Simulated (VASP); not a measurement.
Input of a VASP 6.6.1 run:

Contents of POSCAR:

```
TaO
1.0
    3.0168199092      0.0000028403      0.0000000000
   -1.5084124144      2.6126412598      0.0000000000
    0.0000000000      0.0000000000      3.8022295408
Ta O
1 1
Direct
    0.0000000000      0.0000000000      0.5000000000
    0.0000000000      0.0000000000      0.0000000000
```

File INCAR.step1:

```
  PREC = Accurate
  ENCUT = 520
  EDIFF = 1E-5
  ISMEAR = -1
  SIGMA = 0.05
  LREAL = F
  LASPH = T
  NELM = 60
  ALGO = Normal
  ISIF = 2
  LWAVE = T
  LCHARG = F
  GGA = PE
  NBANDS = 16
```

The input INCAR.step2:

```
  PREC = Accurate
  ENCUT = 520
  EDIFF = 1E-6
  ISMEAR = -1
  SIGMA = 0.05
  LREAL = F
  LASPH = T
  NELM = 60
  ALGO = Normal
  ISIF = 2
  LWAVE = F
  LCHARG = F
  GGA = PS
  LHFCALC = T
  AEXX = 0.25
  PRECFOCK = Normal
  ISTART = 1
  NBANDS = 16
```

The input KPOINTS:

```
Automatic mesh
0
Gamma
  5 5 4
```

Potentials or basis: VASP PAW PBE potentials, release 64 (Ta_pv, O).

Command:

```sh
$ cat potpaw_PBE.64/Ta_pv/POTCAR potpaw_PBE.64/O/POTCAR > POTCAR
$ cp INCAR.step1 INCAR
$ mpirun -np 1 vasp_std > vasp.out
$ cp INCAR.step2 INCAR
$ mpirun -np 1 vasp_std > vasp.out
```

Problem. What does it give for the pressure?

Solution. -1.0 GPa.

Problem. Estimate the band gap on the k mesh.

Solution. Zero (an odd number of electrons rules out a gap without spin polarisation).

Stress tensor (GPa, compression positive):
```
-1.99  0.00  0.00
 0.00 -1.99  0.00
 0.00  0.00  1.04
```

Caveat: the k points lie up to 0.48 Å⁻¹ apart, too coarse for converged energies and pressures of a metal; the PAW data sets were made with another functional, which shifts forces and pressure a little; spin-orbit coupling is left out, which moves the levels of the heavy elements; an odd number of electrons without spin polarisation forces a metal; a magnetic or distorted state may lie lower.
